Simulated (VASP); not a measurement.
Crystal: Ga.

```xyz
1
Lattice="2.6798 0.0000 0.0000 0.0000 2.6798 0.0000 0.0000 0.0000 2.6798" Properties=species:S:1:pos:R:3 pbc="T T T"
Ga    0.0000    0.0000    0.0000
```

Base run:

```yaml
Program: VASP 6.6.1
Functional: PBE
Potentials_or_basis: VASP PAW PBE potentials, release 64 (Ga_d)
Cutoff: 520 eV
k_mesh: 10 × 10 × 10
Occupations: fermi-dirac, width 0.05 eV
Spin: no spin polarisation
```

Its results: pressure 2.0 GPa.

Question: The run is repeated on the same cell with these changes: functional from PBE to PBE0; k mesh from 10 × 10 × 10 to 5 × 5 × 5. What comes out?

Answer: Pressure 0.5 GPa.

Several settings changed at once, so the effect can't be laid on one alone.

Caveats: some runs use coarse meshes; the PAW data sets were made with another functional, which shifts forces and pressure a little (some runs).
